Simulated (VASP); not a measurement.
# Sb (I4/mmm) in VASP: settings compared

Sb is run at these levels: PBE, LDA; tasks: single point.

Program: VASP 6.6.1. These are calculated values, not measurements. Logs are shortened: lines on timing, memory, paths and dates and some standing lists are left out, and cuts for length are marked.

### Step 1. The cell of the first run

It takes space group I4/mmm (No. 139, tetragonal). The conventional cell has a = 3.153 Å, b = 3.153 Å, c = 5.424 Å, α = 90.00°, β = 90.00°, γ = 90.00°. Sb (site symmetry 4/mmm) has 12 Sb at 3.15 to 3.51 Å within 4.1 Å.

### Step 2. Single point, PBE

File INCAR:

```
PREC = Accurate
ENCUT = 520
EDIFF = 1E-6
ISMEAR = 0
SIGMA = 0.05
LREAL = False
LASPH = True
NELM = 80
ALGO = Normal
ISIF = 2
LWAVE = False
LCHARG = True
GGA = PE
LELF = True
LVHAR = True
NBANDS = 8
```

File KPOINTS:

```
regular mesh
0
Gamma
  12 12 12
```

File POSCAR:

```
Sb
1.0
   -1.5765401831      1.5765401831      2.7119384313
    1.5765401831     -1.5765401831      2.7119384313
    1.5765401831      1.5765401831     -2.7119384313
Sb
1
Direct
    0.0000000000      0.0000000000      0.0000000000
```

Potentials or basis: VASP PAW PBE potentials, release 64 (Sb).

On the command line:

```
$ cat potpaw_PBE.64/Sb/POTCAR > POTCAR
$ mpirun -np 1 vasp_std > vasp.out
```

OUTCAR:

```text
PREC = Accurate
   ENCUT = 520
   EDIFF = 1E-6
   ISMEAR = 0
   LREAL = False
   LASPH = True
   NELM = 80
   ISIF = 2
   GGA = PE

 ion  position               nearest neighbor table
   1  0.000  0.000  0.000-

  LATTYP: Found a body centered tetragonal cell.
 ALAT       =     3.1530803662
 C/A-ratio  =     1.7201835135

  Lattice vectors:

 A1 = (  -1.5765401831,   1.5765401831,   2.7119384313)
 A2 = (   1.5765401831,  -1.5765401831,   2.7119384313)
 A3 = (   1.5765401831,   1.5765401831,  -2.7119384313)

Analysis of symmetry for initial positions (statically):
=====================================================================
 Subroutine PRICEL returns:
 Original cell was already a primitive cell.

 Routine SETGRP: Setting up the symmetry group for a
 body centered tetragonal supercell.

 Subroutine GETGRP returns: Found 16 space group operations
 (whereof 16 operations were pure point group operations)
 out of a pool of 16 trial point group operations.

The static configuration has the point symmetry D_4h.

Analysis of symmetry for dynamics (positions and initial velocities):
=====================================================================
 Subroutine PRICEL returns:
 Original cell was already a primitive cell.

 Routine SETGRP: Setting up the symmetry group for a
 body centered tetragonal supercell.

 Subroutine GETGRP returns: Found 16 space group operations
 (whereof 16 operations were pure point group operations)
 out of a pool of 16 trial point group operations.

The dynamic configuration has the point symmetry D_4h.

 Subroutine INISYM returns: Found 16 space group operations
 (whereof 16 operations are pure point group operations),
 and found     1 'primitive' translations

----------------------------------------------------------------------------------------

                                     Primitive cell

  volume of cell :      26.9619

  direct lattice vectors                    reciprocal lattice vectors
    -1.576540183  1.576540183  2.711938431     0.000000000  0.317150178  0.184369967
     1.576540183 -1.576540183  2.711938431     0.317150178  0.000000000  0.184369967
     1.576540183  1.576540183 -2.711938431     0.317150178  0.317150178  0.000000000

  length of vectors
     3.510778824  3.510778824  3.510778824     0.366846726  0.366846726  0.448518083

  position of ions in fractional coordinates (direct lattice)
     0.000000000  0.000000000  0.000000000
[... 72 lines left out ...]
   LSORBIT =      F    spin-orbit coupling
   LASPH  =      T    aspherical Exc in radial PAW
   ENCUT  =  520.0 eV  38.22 Ry    6.18 a.u.   6.53  6.53  6.53*2*pi/ulx,y,z
   NELM   =     80;   NELMIN=  2; NELMDL= -5     # of ELM steps
   EDIFF  = 0.1E-05   stopping-criterion for ELM
   LREAL  =      F    real-space projection
   EDIFFG = 0.1E-04   stopping-criterion for IOM
   NSW    =      0    number of steps for IOM
   IBRION =     -1    ionic relax: 0-MD 1-quasi-New 2-CG
   NFREE  =      0    steps in history (QN), initial steepest desc. (CG)
   ISIF   =      2    stress and relaxation
   ISYM   =      2    0-nonsym 1-usesym 2-fastsym
   POTIM  = 0.5000    time-step for ionic-motion
   TEBEG  =    0.0;   TEEND  =   0.0 temperature during run
   PSTRESS=    0.0 pullay stress
   NELECT =       5.0000    total number of electrons
   NUPDOWN=      -1.0000    fix difference up-down
   EMIN   =  10.00;   EMAX   =-10.00  energy-range for DOS
   EFERMI =   0.00;   METHOD = LEGACY
   ISMEAR =     0;   SIGMA  =   0.05  broadening in eV -4-tet -1-fermi 0-gaus
   EFERMI_NEDOS =   21; number of points for ismear=-14 and -15
   IALGO  =     38    algorithm
   IMIX   =      4    mixing-type and parameters
     AMIX     =   0.40;   BMIX     =  1.00
     AMIX_MAG =   1.60;   BMIX_MAG =  1.00
  volume/ion in A,a.u.               =      26.96       181.95
  Fermi-wavevector in a.u.,A,eV,Ry     =   0.933573  1.764197 11.858269  0.871558
  Thomas-Fermi vector in A             =   2.060288
   LORBIT       =      0    0 simple, 1 ext, 2 COOP (PROOUT), +10 PAW based schemes
   GGA     = PE    functional components
   LHFCALC =     F    Hartree Fock is set to
   AEXX    =    0.0000 exact exchange contribution
   IVDW    =     0    specifies the selected vdW correction
   LEPSILON=     F    determine dielectric tensor
   LRPA    =     F    only Hartree local field effects (RPA)
 non-spin polarized calculation
 Gauss-broadening in eV      SIGMA  =   0.05
  energy-cutoff  :      520.00
  volume of cell :       26.96
 maximum number of plane-waves:       748
 NGX is ok and might be reduce to    28
   NGX = 13   NGY = 13   NGZ = 13

 number of electron       5.0000000 magnetization

 Free energy of the ion-electron system (eV)
  ---------------------------------------------------
  ext. energy  EPLUGINS =         0.00000000
  ---------------------------------------------------
  free energy    TOTEN  =        -3.83984065 eV

  energy without entropy =       -3.83896003  energy(sigma->0) =       -3.83940034

 E-fermi :   8.5326     XC(G=0): -10.2153

 val. band max:        8.4678372442   @ k =  -0.3333   0.3333   0.0000
 cond. band min:       8.5447023616   @ k =   0.3333   0.1667   0.0833
 fundamental gap:      0.0768651174
 Fermi energy:         8.5326032162

 k-point     1 :       0.0000    0.0000    0.0000
  band No.  band energies     occupation
      1      -4.4335      2.00000
      2      13.1551      0.00000
      3      13.9516      0.00000
      4      13.9516      0.00000
      5      17.8726      0.00000
      6      19.1535      0.00000
      7      19.1571      0.00000
      8      19.2457      0.00000
[... 243 lines left out ...]
 k-point    24 :      -0.4167    0.1667    0.0000
  band No.  band energies     occupation
      1      -1.2385      2.00000
      2       4.9063      2.00000
      3       9.8115      0.00000
      4      11.3089      0.00000
      5      15.1289      0.00000
      6      16.9178      0.00000
      7      18.9900      0.00000
      8      22.2704      0.00000

 [... further k-points ...]
[... 5 lines left out ...]
  --------------------------------------------------------------------------------------
  -------------------------------------------------------------------------------------
  Total        0.3161646      0.3161646      0.2060256      0.0000000      0.0000000      0.0000000
  in kB       18.7877149     18.7877149     12.2428287      0.0000000      0.0000000      0.0000000
  external PRESSURE =      16.6060862 kB  Pullay stress =       0.0000000 kB

 VOLUME and BASIS-vectors are now :
 -----------------------------------------------------------------------------
  energy-cutoff  :      520.00
  volume of cell :       26.96
      direct lattice vectors                 reciprocal lattice vectors
    -1.576540183  1.576540183  2.711938431     0.000000000  0.317150178  0.184369967
     1.576540183 -1.576540183  2.711938431     0.317150178  0.000000000  0.184369967
     1.576540183  1.576540183 -2.711938431     0.317150178  0.317150178  0.000000000

 POSITION                                       TOTAL-FORCE (eV/Angst)
 -----------------------------------------------------------------------------------
      0.00000      0.00000      0.00000         0.000000      0.000000      0.000000
 -----------------------------------------------------------------------------------
    total drift:                                0.000000      0.000000      0.000000

  FREE ENERGIE OF THE ION-ELECTRON SYSTEM (eV)
  ---------------------------------------------------
  free  energy   TOTEN  =        -3.8398406499 eV

  energy  without entropy=       -3.8389600281  energy(sigma->0) =       -3.83940034
```

OSZICAR:

```text
N       E                     dE             d eps       ncg     rms          rms(c)
DAV:   1     0.494820133766E+01    0.49482E+01   -0.16749E+03  2648   0.408E+02
DAV:   2    -0.374647661875E+01   -0.86947E+01   -0.84060E+01  3664   0.518E+01
DAV:   3    -0.384481698790E+01   -0.98340E-01   -0.98256E-01  3008   0.615E+00
DAV:   4    -0.384515608266E+01   -0.33909E-03   -0.33909E-03  4032   0.450E-01
DAV:   5    -0.384515653325E+01   -0.45059E-06   -0.44978E-06  3392   0.109E-02    0.178E+00
DAV:   6    -0.384164464257E+01    0.35119E-02   -0.21745E-03  3240   0.239E-01    0.102E+00
DAV:   7    -0.383982657997E+01    0.18181E-02   -0.45832E-03  3128   0.349E-01    0.549E-02
DAV:   8    -0.383984004969E+01   -0.13470E-04   -0.91163E-05  3584   0.706E-02    0.817E-03
DAV:   9    -0.383984064991E+01   -0.60022E-06   -0.11410E-06  3672   0.807E-03
   1 F= -.38398406E+01 E0= -.38394003E+01  d E =-.880622E-03
```

stdout:

```text
POSCAR found type information on POSCAR Sb
 POSCAR found :  1 types and       1 ions
 scaLAPACK will be used
 LDA part: xc-table for (Slater+PW92), standard interpolation
 POSCAR, INCAR and KPOINTS ok, starting setup
 FFT: planning ... GRIDC
 FFT: planning ... GRID_SOFT
 FFT: planning ... GRID
 WAVECAR not read
 entering main loop
```

Wall time 29 s (1 thread of Intel Xeon Platinum 8375C at 2.90GHz (Ice Lake), shared host); peak memory 0.18 GiB.

Results:

| Item | Value |
| --- | --- |
| Free energy | -3.8398 eV |
| Pressure | 1.7 GPa |

Stress tensor (GPa, compression positive):
```
1.88 0.00 0.00
0.00 1.88 0.00
0.00 0.00 1.22
```

Caveat: spin-orbit coupling is left out, which moves the levels of the heavy elements.

### Step 3. Single point, LDA

File INCAR:

```
SYSTEM = Sb
ALGO     = Normal         ! electronic algorithm
EDIFF    = 1E-6           ! SCF threshold, eV
ENCUT    = 520            ! plane-wave cutoff, eV
GGA      = CA             ! functional
ISIF     = 2              ! what is computed and relaxed
ISMEAR   = 0              ! smearing method
LASPH    = .TRUE.         ! aspherical terms in the spheres
LCHARG   = .FALSE.        ! write CHGCAR
LREAL    = .FALSE.        ! projectors in reciprocal space
LWAVE    = .FALSE.        ! write WAVECAR
NBANDS   = 8              ! bands
NELM     = 80             ! most SCF steps
PREC     = Accurate       ! precision mode
SIGMA    = 0.02           ! smearing width, eV
```

File KPOINTS:

```
k-points
0
G
  12 12 12
  0 0 0
```

POSCAR is that of step 2.

Potentials or basis: VASP PAW LDA potentials, release 64 (Sb).

On the command line:

```
$ cat potpaw_LDA.64/Sb/POTCAR > POTCAR
$ mpirun -np 1 vasp_std > vasp.out
```

OUTCAR:

```text
SYSTEM = Sb
   EDIFF = 1E-6
   ENCUT = 520
   GGA = CA
   ISIF = 2
   ISMEAR = 0
   LASPH = .TRUE.
   LREAL = .FALSE.
   NELM = 80
   PREC = Accurate

 ion  position               nearest neighbor table
   1  0.000  0.000  0.000-

  LATTYP: Found a body centered tetragonal cell.
 ALAT       =     3.1530803662
 C/A-ratio  =     1.7201835135

  Lattice vectors:

 A1 = (  -1.5765401831,   1.5765401831,   2.7119384313)
 A2 = (   1.5765401831,  -1.5765401831,   2.7119384313)
 A3 = (   1.5765401831,   1.5765401831,  -2.7119384313)

Analysis of symmetry for initial positions (statically):
=====================================================================
 Subroutine PRICEL returns:
 Original cell was already a primitive cell.

 Routine SETGRP: Setting up the symmetry group for a
 body centered tetragonal supercell.

 Subroutine GETGRP returns: Found 16 space group operations
 (whereof 16 operations were pure point group operations)
 out of a pool of 16 trial point group operations.

The static configuration has the point symmetry D_4h.

Analysis of symmetry for dynamics (positions and initial velocities):
=====================================================================
 Subroutine PRICEL returns:
 Original cell was already a primitive cell.

 Routine SETGRP: Setting up the symmetry group for a
 body centered tetragonal supercell.

 Subroutine GETGRP returns: Found 16 space group operations
 (whereof 16 operations were pure point group operations)
 out of a pool of 16 trial point group operations.

The dynamic configuration has the point symmetry D_4h.

 Subroutine INISYM returns: Found 16 space group operations
 (whereof 16 operations are pure point group operations),
 and found     1 'primitive' translations

----------------------------------------------------------------------------------------

                                     Primitive cell

  volume of cell :      26.9619

  direct lattice vectors                    reciprocal lattice vectors
    -1.576540183  1.576540183  2.711938431     0.000000000  0.317150178  0.184369967
     1.576540183 -1.576540183  2.711938431     0.317150178  0.000000000  0.184369967
     1.576540183  1.576540183 -2.711938431     0.317150178  0.317150178  0.000000000

  length of vectors
     3.510778824  3.510778824  3.510778824     0.366846726  0.366846726  0.448518083

  position of ions in fractional coordinates (direct lattice)
     0.000000000  0.000000000  0.000000000

  ion indices of the primitive-cell ions
   primitive index   ion index
                 1           1

----------------------------------------------------------------------------------------

 KPOINTS: k-points

Automatic generation of k-mesh.
 Grid dimensions read from file:
 generate k-points for:   12   12   12

 Generating k-lattice:

  Cartesian coordinates                     Fractional coordinates (reciprocal lattice)
     0.000000000  0.026429182  0.015364164     0.083333333 -0.000000000  0.000000000
     0.026429182  0.000000000  0.015364164    -0.000000000  0.083333333  0.000000000
     0.026429182  0.026429182  0.000000000     0.000000000  0.000000000  0.083333333

  Length of vectors
     0.030570561  0.030570561  0.037376507

  Shift w.r.t. Gamma in fractional coordinates (k-lattice)
     0.000000000  0.000000000  0.000000000

 Subroutine IBZKPT returns following result:
 ===========================================

 Found    163 irreducible k-points:

 Following reciprocal coordinates:
            Coordinates               Weight
  0.000000  0.000000  0.000000      1.000000
  0.083333  0.000000 -0.000000      8.000000
  0.166667  0.000000 -0.000000      8.000000
  0.250000 -0.000000  0.000000      8.000000
  0.333333  0.000000 -0.000000      8.000000
  0.416667  0.000000 -0.000000      8.000000
[... 16 lines left out ...]
  0.500000  0.166667  0.000000     16.000000
 -0.416667  0.166667  0.000000     16.000000
 [... further k-points ...]
   k-points           NKPTS =    163   k-points in BZ     NKDIM =    163   number of bands    NBANDS=      8
   number of dos      NEDOS =    301   number of ions     NIONS =      1
   total plane-waves  NPLWV =  21952
   dimension x,y,z NGX =    28 NGY =   28 NGZ =   28
   dimension x,y,z NGXF=    56 NGYF=   56 NGZF=   56
   ions per type =               1
   NGX,Y,Z   is equivalent  to a cutoff of  13.26, 13.26, 13.26 a.u.
   NGXF,Y,Z  is equivalent  to a cutoff of  26.52, 26.52, 26.52 a.u.
 SYSTEM =  Sb
   PREC   = accura    normal or accurate (medium, high low for compatibility)
   ISTART =      0    job   : 0-new  1-cont  2-samecut
   ICHARG =      2    charge: 1-file 2-atom 10-const
   ISPIN  =      1    spin polarized calculation?
   LNONCOLLINEAR =      F non collinear calculations
   LSORBIT =      F    spin-orbit coupling
   LASPH  =      T    aspherical Exc in radial PAW
   ENCUT  =  520.0 eV  38.22 Ry    6.18 a.u.   6.53  6.53  6.53*2*pi/ulx,y,z
   NELM   =     80;   NELMIN=  2; NELMDL= -5     # of ELM steps
   EDIFF  = 0.1E-05   stopping-criterion for ELM
   LREAL  =      F    real-space projection
   EDIFFG = 0.1E-04   stopping-criterion for IOM
   NSW    =      0    number of steps for IOM
   IBRION =     -1    ionic relax: 0-MD 1-quasi-New 2-CG
   NFREE  =      0    steps in history (QN), initial steepest desc. (CG)
   ISIF   =      2    stress and relaxation
   ISYM   =      2    0-nonsym 1-usesym 2-fastsym
   POTIM  = 0.5000    time-step for ionic-motion
   TEBEG  =    0.0;   TEEND  =   0.0 temperature during run
   PSTRESS=    0.0 pullay stress
   NELECT =       5.0000    total number of electrons
   NUPDOWN=      -1.0000    fix difference up-down
   EMIN   =  10.00;   EMAX   =-10.00  energy-range for DOS
   EFERMI =   0.00;   METHOD = LEGACY
   ISMEAR =     0;   SIGMA  =   0.02  broadening in eV -4-tet -1-fermi 0-gaus
   EFERMI_NEDOS =   21; number of points for ismear=-14 and -15
   IALGO  =     38    algorithm
   IMIX   =      4    mixing-type and parameters
     AMIX     =   0.40;   BMIX     =  1.00
     AMIX_MAG =   1.60;   BMIX_MAG =  1.00
  volume/ion in A,a.u.               =      26.96       181.95
  Fermi-wavevector in a.u.,A,eV,Ry     =   0.933573  1.764197 11.858269  0.871558
  Thomas-Fermi vector in A             =   2.060288
   LORBIT       =      0    0 simple, 1 ext, 2 COOP (PROOUT), +10 PAW based schemes
   GGA     = CA    functional components
   LHFCALC =     F    Hartree Fock is set to
   AEXX    =    0.0000 exact exchange contribution
   IVDW    =     0    specifies the selected vdW correction
   LEPSILON=     F    determine dielectric tensor
   LRPA    =     F    only Hartree local field effects (RPA)
 non-spin polarized calculation
 Gauss-broadening in eV      SIGMA  =   0.02
  energy-cutoff  :      520.00
  volume of cell :       26.96
 maximum number of plane-waves:       748
 NGX is ok and might be reduce to    28
   NGX = 13   NGY = 13   NGZ = 13

 number of electron       5.0000000 magnetization

 Free energy of the ion-electron system (eV)
  ---------------------------------------------------
  ext. energy  EPLUGINS =         0.00000000
  ---------------------------------------------------
  free energy    TOTEN  =        -4.54508974 eV

  energy without entropy =       -4.54492592  energy(sigma->0) =       -4.54500783

 E-fermi :   8.4161     XC(G=0): -10.3565

 val. band max:        8.4052929240   @ k =   0.3333   0.1667   0.0833
 cond. band min:       8.4367159624   @ k =   0.5000   0.2500  -0.0000
 fundamental gap:      0.0314230384
 Fermi energy:         8.4160604054

 k-point     1 :       0.0000    0.0000    0.0000
  band No.  band energies     occupation
      1      -4.5682      2.00000
      2      12.9402      0.00000
      3      13.7448      0.00000
      4      13.7448      0.00000
      5      17.5763      0.00000
      6      18.8355      0.00000
      7      18.9098      0.00000
      8      18.9098      0.00000
[... 243 lines left out ...]
 k-point    24 :      -0.4167    0.1667    0.0000
  band No.  band energies     occupation
      1      -1.3910      2.00000
      2       4.7878      2.00000
      3       9.6627      0.00000
      4      11.1402      0.00000
      5      15.0030      0.00000
      6      16.7508      0.00000
      7      18.7575      0.00000
      8      21.7171      0.00000

 [... further k-points ...]
[... 5 lines left out ...]
  --------------------------------------------------------------------------------------
  -------------------------------------------------------------------------------------
  Total       -0.3756453     -0.3756453     -0.4120355      0.0000000     -0.0000000      0.0000000
  in kB      -22.3222856    -22.3222856    -24.4847300      0.0000000     -0.0000000      0.0000000
  external PRESSURE =     -23.0431004 kB  Pullay stress =       0.0000000 kB

 VOLUME and BASIS-vectors are now :
 -----------------------------------------------------------------------------
  energy-cutoff  :      520.00
  volume of cell :       26.96
      direct lattice vectors                 reciprocal lattice vectors
    -1.576540183  1.576540183  2.711938431     0.000000000  0.317150178  0.184369967
     1.576540183 -1.576540183  2.711938431     0.317150178  0.000000000  0.184369967
     1.576540183  1.576540183 -2.711938431     0.317150178  0.317150178  0.000000000

 POSITION                                       TOTAL-FORCE (eV/Angst)
 -----------------------------------------------------------------------------------
      0.00000      0.00000      0.00000         0.000000     -0.000000      0.000000
 -----------------------------------------------------------------------------------
    total drift:                                0.000000      0.000000      0.000000

  FREE ENERGIE OF THE ION-ELECTRON SYSTEM (eV)
  ---------------------------------------------------
  free  energy   TOTEN  =        -4.5450897417 eV

  energy  without entropy=       -4.5449259224  energy(sigma->0) =       -4.54500783
```

It took 25 s on 1 thread of Intel Xeon Platinum 8375C at 2.90GHz (Ice Lake), shared host; peak memory 0.16 GiB.

What came out:

- Free energy: -4.5451 eV
- Pressure: -2.3 GPa

Stress tensor (GPa, compression positive):
```
-2.23  0.00  0.00
 0.00 -2.23  0.00
 0.00  0.00 -2.45
```

Caveat: spin-orbit coupling is left out, which moves the levels of the heavy elements.
